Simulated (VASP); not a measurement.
# K6NaMg8F24 (a cell with a defect) in VASP: a series of runs

K6NaMg8F24 (a cell with a defect) is run at these levels: PBEsol; tasks: single point.

All numbers are computed with VASP 6.6.1; they aren't measurements. Logs are shortened: lines on timing, memory, paths and dates and some standing lists are left out, and cuts for length are marked.

### Step 1. The cell of the first run

The cell holds a defect, 39 atoms: a = 7.983 Å, b = 7.983 Å, c = 7.983 Å, α = 90.00°, β = 90.00°, γ = 90.00°.

### Step 2. Single point, PBEsol

Input file INCAR:

```
ALGO = Normal
EDIFF = 1E-6
ENCUT = 520
GGA = PS
GGA_COMPAT = F
ISIF = 2
ISMEAR = -1
ISYM = -1
LASPH = T
LCHARG = T
LELF = T
LREAL = Auto
LVHAR = T
LWAVE = F
NBANDS = 148
NELECT = 244.0
NELM = 120
PREC = Accurate
SIGMA = 0.05
```

Input file KPOINTS:

```
explicit points
1
Reciprocal
  0.25000000   0.25000000   0.25000000 1
```

Input file POSCAR:

```
K6NaMg8F24
1.0
    7.9825440000      0.0000000000      0.0000000000
    0.0000000000      7.9825440000      0.0000000000
    0.0000000000      0.0000000000      7.9825440000
K Na Mg F
6 1 8 24
Direct
    0.0005780000      0.9997500000      0.9993110000
    0.0009210000      0.9995770000      0.4994790000
    0.0009570000      0.4999380000      0.9991670000
    0.5003690000      0.9998820000      0.9995590000
    0.5005420000      0.9997630000      0.4994100000
    0.5005290000      0.4998380000      0.9991680000
    0.4650840000      0.4990560000      0.4979100000
    0.2482170000      0.2522050000      0.2517600000
    0.2484080000      0.2526440000      0.7466940000
    0.2484130000      0.7471080000      0.2522560000
    0.2485850000      0.7470930000      0.7466780000
    0.7524430000      0.2535790000      0.2530680000
    0.7524740000      0.2536390000      0.7454850000
    0.7524640000      0.7460290000      0.2531120000
    0.7526330000      0.7463310000      0.7458670000
    0.2519580000      0.2504700000      0.9992570000
    0.2624050000      0.2504150000      0.4993160000
    0.2520280000      0.7488790000      0.9994540000
    0.2630750000      0.7496240000      0.4994860000
    0.7489980000      0.2495270000      0.9993770000
    0.7422270000      0.2434550000      0.4993090000
    0.7490940000      0.7504810000      0.9994880000
    0.7428270000      0.7559960000      0.4994600000
    0.0007050000      0.2436640000      0.2431290000
    0.0007600000      0.2442690000      0.7548390000
    0.0007160000      0.7553350000      0.2439410000
    0.0007850000      0.7561620000      0.7554900000
    0.5003480000      0.2508470000      0.2502910000
    0.5005600000      0.2507740000      0.7483390000
    0.5005500000      0.7488300000      0.2502820000
    0.5006770000      0.7495550000      0.7491970000
    0.2519470000      0.9996490000      0.2506330000
    0.2519670000      0.9999120000      0.7480780000
    0.2623570000      0.4997860000      0.2495520000
    0.2626120000      0.4999480000      0.7498680000
    0.7489380000      0.9998340000      0.2488230000
    0.7490350000      0.9999170000      0.7501850000
    0.7420010000      0.4998090000      0.2433740000
    0.7430050000      0.4999340000      0.7553030000
```

Potentials or basis: VASP PAW PBE potentials, release 64 (K_sv, Na_pv, Mg, F).

Launch:

```sh
$ cat potpaw_PBE.64/K_sv/POTCAR potpaw_PBE.64/Na_pv/POTCAR potpaw_PBE.64/Mg/POTCAR potpaw_PBE.64/F/POTCAR > POTCAR
$ mpirun -np 1 vasp_std > vasp.out
```

OUTCAR:

```text
EDIFF = 1E-6
   ENCUT = 520
   GGA = PS
   ISIF = 2
   ISMEAR = -1
   ISYM = -1
   LASPH = T
   LREAL = Auto
   NELECT = 244.0
   NELM = 120
   PREC = Accurate

 ion  position               nearest neighbor table
   1  0.001  1.000  0.999-  27 2.75  24 2.75  25 2.76  26 2.76  37 2.83  22 2.83  36 2.83  20 2.83
                            16 2.83  18 2.84  33 2.84  32 2.84   8 3.47  11 3.47   9 3.47  10 3.47
   2  0.001  1.000  0.499-  27 2.82  33 2.82  32 2.82  26 2.82  25 2.82  24 2.83  23 2.83  37 2.84
                            36 2.84  21 2.84  10 3.44  11 3.44   8 3.45   9 3.45  15 3.45  14 3.45
   3  0.001  0.500  0.999-  18 2.82  27 2.82  25 2.82  26 2.82  24 2.82  16 2.82  39 2.83  20 2.84
                            22 2.84  38 2.84   9 3.44  11 3.44   8 3.45  10 3.45  15 3.45  13 3.45
   4  0.500  1.000  1.000-  36 2.81  37 2.81  22 2.81  20 2.81  16 2.82  18 2.82  32 2.82  33 2.82
                            31 2.83  28 2.83  30 2.83  29 2.83   8 3.49  10 3.49  11 3.49   9 3.49
   5  0.501  1.000  0.499-  21 2.74  23 2.74  19 2.75  17 2.76  33 2.81  32 2.81  36 2.82  37 2.82
                            29 2.82  31 2.82  30 2.82  28 2.82  11 3.47  13 3.47  10 3.47  14 3.47
   6  0.501  0.500  0.999-  38 2.74  39 2.75  35 2.75  34 2.76  18 2.81  16 2.81  20 2.82  22 2.82
                            31 2.82  29 2.82  30 2.82  28 2.82  11 3.46   9 3.46  13 3.47  15 3.47
   7  0.465  0.499  0.498-
   8  0.248  0.252  0.252-  24 1.98  17 1.98  34 1.98  28 2.01  16 2.02  32 2.02   3 3.45   2 3.45
                             5 3.47   6 3.47   1 3.47   4 3.49
   9  0.248  0.253  0.747-  35 1.98  17 1.98  25 1.98  29 2.01  16 2.02  33 2.02   3 3.44   2 3.45
                             6 3.46   5 3.47   1 3.47   4 3.49
  10  0.248  0.747  0.252-  19 1.98  34 1.98  26 1.98  30 2.01  32 2.02  18 2.02   2 3.44   3 3.45
                             5 3.47   6 3.47   1 3.47   4 3.49
  11  0.249  0.747  0.747-  35 1.98  19 1.98  27 1.98  31 2.01  18 2.02  33 2.02   3 3.44   2 3.44
                             6 3.46   5 3.47   1 3.47   4 3.49
  12  0.752  0.254  0.253-  38 1.97  21 1.97  24 1.98  28 2.01  20 2.03  36 2.03   3 3.45   2 3.45
                             5 3.47   6 3.47   1 3.48   4 3.50
  13  0.752  0.254  0.745-  21 1.97  39 1.97  25 1.98  29 2.01  37 2.03  20 2.03   3 3.45   2 3.45
                             6 3.47   5 3.47   1 3.48   4 3.50
  14  0.752  0.746  0.253-  38 1.97  23 1.97  26 1.98  30 2.01  22 2.03  36 2.03   2 3.45   3 3.45
                             5 3.47   6 3.47   1 3.48   4 3.50
  15  0.753  0.746  0.746-  39 1.97  23 1.97  27 1.98  31 2.01  37 2.02  22 2.03   2 3.45   3 3.45
                             6 3.47   5 3.47   1 3.48   4 3.50
  16  0.252  0.250  0.999-   8 2.02   9 2.02   6 2.81   4 2.82   3 2.82   1 2.83
  17  0.262  0.250  0.499-   9 1.98   8 1.98   5 2.76
  18  0.252  0.749  0.999-  11 2.02  10 2.02   6 2.81   4 2.82   3 2.82   1 2.84
  19  0.263  0.750  0.499-  11 1.98  10 1.98   5 2.75
  20  0.749  0.250  0.999-  12 2.03  13 2.03   4 2.81   6 2.82   1 2.83   3 2.84
  21  0.742  0.243  0.499-  13 1.97  12 1.97   5 2.74   2 2.84
  22  0.749  0.750  0.999-  15 2.03  14 2.03   4 2.81   6 2.82   1 2.83   3 2.84
  23  0.743  0.756  0.499-  14 1.97  15 1.97   5 2.74   2 2.83
  24  0.001  0.244  0.243-   8 1.98  12 1.98   1 2.75   3 2.82   2 2.83
  25  0.001  0.244  0.755-   9 1.98  13 1.98   1 2.76   3 2.82   2 2.82
  26  0.001  0.755  0.244-  10 1.98  14 1.98   1 2.76   2 2.82   3 2.82
  27  0.001  0.756  0.755-  11 1.98  15 1.98   1 2.75   2 2.82   3 2.82
  28  0.500  0.251  0.250-  12 2.01   8 2.01   6 2.82   5 2.82   4 2.83
  29  0.501  0.251  0.748-  13 2.01   9 2.01   6 2.82   5 2.82   4 2.83
  30  0.501  0.749  0.250-  14 2.01  10 2.01   5 2.82   6 2.82   4 2.83
  31  0.501  0.750  0.749-  15 2.01  11 2.01   6 2.82   5 2.82   4 2.83
  32  0.252  1.000  0.251-  10 2.02   8 2.02   5 2.81   4 2.82   2 2.82   1 2.84
  33  0.252  1.000  0.748-   9 2.02  11 2.02   5 2.81   2 2.82   4 2.82   1 2.84
  34  0.262  0.500  0.250-  10 1.98   8 1.98   6 2.76
  35  0.263  0.500  0.750-  11 1.98   9 1.98   6 2.75
  36  0.749  1.000  0.249-  12 2.03  14 2.03   4 2.81   5 2.82   1 2.83   2 2.84
  37  0.749  1.000  0.750-  15 2.02  13 2.03   4 2.81   5 2.82   1 2.83   2 2.84
  38  0.742  0.500  0.243-  14 1.97  12 1.97   6 2.74   3 2.84
  39  0.743  0.500  0.755-  13 1.97  15 1.97   6 2.75   3 2.83

IMPORTANT INFORMATION: All symmetrisations will be switched off!
NOSYMM: (Re-)initialisation of all symmetry stuff for point group C_1.

----------------------------------------------------------------------------------------

                                     Primitive cell

  volume of cell :     508.6558

  direct lattice vectors                    reciprocal lattice vectors
     7.982544000  0.000000000  0.000000000     0.125273346  0.000000000  0.000000000
     0.000000000  7.982544000  0.000000000     0.000000000  0.125273346  0.000000000
     0.000000000  0.000000000  7.982544000     0.000000000  0.000000000  0.125273346

  length of vectors
     7.982544000  7.982544000  7.982544000     0.125273346  0.125273346  0.125273346

  position of ions in fractional coordinates (direct lattice)
     0.000578000  0.999750000  0.999311000
     0.000921000  0.999577000  0.499479000
     0.000957000  0.499938000  0.999167000
     0.500369000  0.999882000  0.999559000
     0.500542000  0.999763000  0.499410000
     0.500529000  0.499838000  0.999168000
[... 31 lines left out ...]
     0.742001000  0.499809000  0.243374000
     0.743005000  0.499934000  0.755303000

  ion indices of the primitive-cell ions
   primitive index   ion index
                 1           1
                 2           2
                 3           3
                 4           4
                 5           5
                 6           6
[... 31 lines left out ...]
                38          38
                39          39

----------------------------------------------------------------------------------------

 KPOINTS: explicit points

Read explicit list of k-points.

 Found      1 k-points:

 Following reciprocal coordinates:
            Coordinates               Weight
  0.250000  0.250000  0.250000      1.000000
   k-points           NKPTS =      1   k-points in BZ     NKDIM =      1   number of bands    NBANDS=    148
   number of dos      NEDOS =    301   number of ions     NIONS =     39
   total plane-waves  NPLWV = 216000
   dimension x,y,z NGX =    60 NGY =   60 NGZ =   60
   dimension x,y,z NGXF=   120 NGYF=  120 NGZF=  120
   ions per type =               6   1   8  24
   NGX,Y,Z   is equivalent  to a cutoff of  12.50, 12.50, 12.50 a.u.
   NGXF,Y,Z  is equivalent  to a cutoff of  24.99, 24.99, 24.99 a.u.
 SYSTEM =  unknown system
   PREC   = accura    normal or accurate (medium, high low for compatibility)
   ISTART =      0    job   : 0-new  1-cont  2-samecut
   ICHARG =      2    charge: 1-file 2-atom 10-const
   ISPIN  =      1    spin polarized calculation?
   LNONCOLLINEAR =      F non collinear calculations
   LSORBIT =      F    spin-orbit coupling
   LASPH  =      T    aspherical Exc in radial PAW
   ENCUT  =  520.0 eV  38.22 Ry    6.18 a.u.  14.84 14.84 14.84*2*pi/ulx,y,z
   NELM   =    120;   NELMIN=  2; NELMDL= -5     # of ELM steps
   EDIFF  = 0.1E-05   stopping-criterion for ELM
   LREAL  =      T    real-space projection
   EDIFFG = 0.1E-04   stopping-criterion for IOM
   NSW    =      0    number of steps for IOM
   IBRION =     -1    ionic relax: 0-MD 1-quasi-New 2-CG
   NFREE  =      0    steps in history (QN), initial steepest desc. (CG)
   ISIF   =      2    stress and relaxation
   ISYM   =     -1    0-nonsym 1-usesym 2-fastsym
   POTIM  = 0.5000    time-step for ionic-motion
   TEBEG  =    0.0;   TEEND  =   0.0 temperature during run
   PSTRESS=    0.0 pullay stress
   NELECT =     244.0000    total number of electrons
   NUPDOWN=      -1.0000    fix difference up-down
   EMIN   =  10.00;   EMAX   =-10.00  energy-range for DOS
   EFERMI =   0.00;   METHOD = LEGACY
   ISMEAR =    -1;   SIGMA  =   0.05  broadening in eV -4-tet -1-fermi 0-gaus
   EFERMI_NEDOS =   21; number of points for ismear=-14 and -15
   IALGO  =     38    algorithm
   IMIX   =      4    mixing-type and parameters
     AMIX     =   0.40;   BMIX     =  1.00
     AMIX_MAG =   1.60;   BMIX_MAG =  1.00
  volume/ion in A,a.u.               =      13.04        88.01
  Fermi-wavevector in a.u.,A,eV,Ry     =   1.281534  2.421748 22.345247  1.642329
  Thomas-Fermi vector in A             =   2.413898
   LORBIT       =      0    0 simple, 1 ext, 2 COOP (PROOUT), +10 PAW based schemes
   GGA     = PS    functional components
   LHFCALC =     F    Hartree Fock is set to
   AEXX    =    0.0000 exact exchange contribution
   IVDW    =     0    specifies the selected vdW correction
   LEPSILON=     F    determine dielectric tensor
   LRPA    =     F    only Hartree local field effects (RPA)
 non-spin polarized calculation
  energy-cutoff  :      520.00
  volume of cell :      508.66
 maximum number of plane-waves:     13679
 NGX is ok and might be reduce to    60
   NGX = 29   NGY = 29   NGZ = 29

 number of electron     243.9999763 magnetization

 Free energy of the ion-electron system (eV)
  ---------------------------------------------------
  ext. energy  EPLUGINS =         0.00000000
  ---------------------------------------------------
  free energy    TOTEN  =      -191.97807780 eV

  energy without entropy =     -191.71382600  energy(sigma->0) =     -191.84595190

 E-fermi :  -2.2956     XC(G=0):  -9.5214

 val. band max:       -2.3427480918   @ k =   0.2500   0.2500   0.2500
 cond. band min:       5.6183619021   @ k =   0.2500   0.2500   0.2500
 fundamental gap:      7.9611099939
 Fermi energy:        -2.2956451853

 k-point     1 :       0.2500    0.2500    0.2500
  band No.  band energies     occupation
      1     -27.4883      2.00000
      2     -27.4851      2.00000
      3     -27.4227      2.00000
      4     -27.3453      2.00000
      5     -27.2828      2.00000
      6     -27.2813      2.00000
[... 126 lines left out ...]
    133       8.6008      0.00000
    134       8.7627      0.00000
 [bands above 134 left out]

------------------------ aborting loop because EDIFF is reached ----------------------------------------

  FORCE on cell =-STRESS in cart. coord.  units (eV):
  Direction    XX          YY          ZZ          XY          YZ          ZX
  --------------------------------------------------------------------------------------
  -------------------------------------------------------------------------------------
  Total       -8.0517206     -8.1647977     -8.1530997      0.3678191      0.3467110      0.3771998
  in kB      -25.3615221    -25.7176954    -25.6808487      1.1585662      1.0920795      1.1881139
  external PRESSURE =     -25.5866887 kB  Pullay stress =       0.0000000 kB

 VOLUME and BASIS-vectors are now :
 -----------------------------------------------------------------------------
  energy-cutoff  :      520.00
  volume of cell :      508.66
      direct lattice vectors                 reciprocal lattice vectors
     7.982544000  0.000000000  0.000000000     0.125273346  0.000000000  0.000000000
     0.000000000  7.982544000  0.000000000     0.000000000  0.125273346  0.000000000
     0.000000000  0.000000000  7.982544000     0.000000000  0.000000000  0.125273346

 POSITION                                       TOTAL-FORCE (eV/Angst)
 -----------------------------------------------------------------------------------
      0.00461      7.98055      7.97704        -0.002049      0.001099     -0.002207
      0.00735      7.97917      3.98711        -0.002572      0.003186     -0.001258
      0.00764      3.99078      7.97589        -0.004215     -0.001898      0.001058
      3.99422      7.98160      7.97902         0.008352     -0.000027     -0.003789
      3.99560      7.98065      3.98656         0.008092     -0.000144     -0.002538
      3.99549      3.98998      7.97590         0.007714     -0.000514     -0.000031
[... 31 lines left out ...]
      5.92306      3.98975      1.94274         0.013986      0.002508      0.006651
      5.93107      3.99075      6.02924         0.008329      0.004063     -0.000967
 -----------------------------------------------------------------------------------
    total drift:                                0.001256     -0.003417     -0.023578

  FREE ENERGIE OF THE ION-ELECTRON SYSTEM (eV)
  ---------------------------------------------------
  free  energy   TOTEN  =      -191.9780778049 eV

  energy  without entropy=     -191.7138259981  energy(sigma->0) =     -191.84595190
```

Wall time 2.6 min (1 thread of Intel Xeon Platinum 8488C (Sapphire Rapids), shared host); peak memory 0.51 GiB.

What came out:

| Quantity | Value |
| --- | --- |
| Free energy | -191.9781 eV |
| Largest force | 0.024 eV/Å |

Forces on the atoms (eV/Å):
```
K   -0.002  0.001 -0.002
K   -0.003  0.003 -0.001
K   -0.004 -0.002  0.001
K    0.008  0.000 -0.004
K    0.008  0.000 -0.003
K    0.008 -0.001  0.000
Na   0.006 -0.001  0.002
Mg   0.007  0.011  0.012
Mg   0.004 -0.002 -0.002
Mg   0.002  0.000 -0.006
Mg   0.000  0.012  0.009
Mg  -0.013  0.002  0.006
Mg  -0.009  0.007 -0.001
Mg  -0.011 -0.004  0.013
Mg  -0.015 -0.013 -0.013
F   -0.010  0.004  0.001
F   -0.003 -0.002 -0.008
F   -0.014  0.003  0.003
F   -0.007 -0.005 -0.003
F    0.003 -0.004 -0.003
F    0.013  0.009  0.000
F    0.006 -0.001  0.003
F    0.008 -0.003  0.003
F    0.000  0.010  0.010
F   -0.002 -0.001  0.001
F    0.001 -0.002 -0.001
F    0.005 -0.009 -0.008
F    0.005  0.001  0.001
F   -0.001  0.002  0.002
F    0.000 -0.003  0.002
F    0.002 -0.007 -0.007
F   -0.010  0.002 -0.002
F   -0.010 -0.001  0.004
F   -0.003 -0.010 -0.002
F   -0.003 -0.008 -0.007
F    0.004  0.000 -0.005
F    0.005  0.006 -0.001
F    0.014  0.003  0.007
F    0.008  0.004 -0.001
```

Caveat: the cell carries a net charge on a neutralising background, which shifts energy and pressure; the cell is charged against a uniform background, so pressure and absolute levels hang on convention; the PAW data sets were made with another functional, which shifts forces and pressure a little.

(Continued in part 2 of 2.)
